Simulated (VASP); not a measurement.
A run of VASP 6.6.1:

INCAR

```
SYSTEM = Ca
PREC = Accurate ; ENCUT = 520
EDIFF = 1E-6 ; ISMEAR = 0
SIGMA = 0.1 ; LREAL = .False.
LASPH = .True. ; NELM = 60
ALGO = Normal ; ISIF = 2
LWAVE = .False. ; LCHARG = .False.
GGA = PE ; NBANDS = 39
```

File KPOINTS:

```
Automatic mesh
0
Gamma
  6 6 1
  0 0 0
```

File POSCAR:

```
Ca
1.0
    3.9640158000      0.0000000000      0.0000000000
   -1.9820079000      3.4329383900      0.0000000000
    0.0000000000      0.0000000000     19.2376625400
Ca
6
Direct
    0.6666666700      0.3333333300      0.9172385900
    0.0000000000      0.0000000000      0.2500000000
    0.6666666700      0.3333333300      0.5827614100
    0.3333333300      0.6666666700      0.4172385900
    0.0000000000      0.0000000000      0.7500000000
    0.3333333300      0.6666666700      0.0827614100
```

Potentials or basis: VASP PAW PBE potentials, release 64 (Ca_sv).

Run with:

```bash
$ cat potpaw_PBE.64/Ca_sv/POTCAR > POTCAR
$ mpirun -np 1 vasp_std > vasp.out
```

Hardware: 1 thread of Intel(R) Xeon(R) Platinum 8488C (Sapphire Rapids), on a shared host.

Question: Estimate the wall time of this run.

Answer: It took 86 s on 1 thread of Intel(R) Xeon(R) Platinum 8488C (Sapphire Rapids) (shared host), peak memory 0.35 GiB. Counts: scf iterations 14, k points 7.
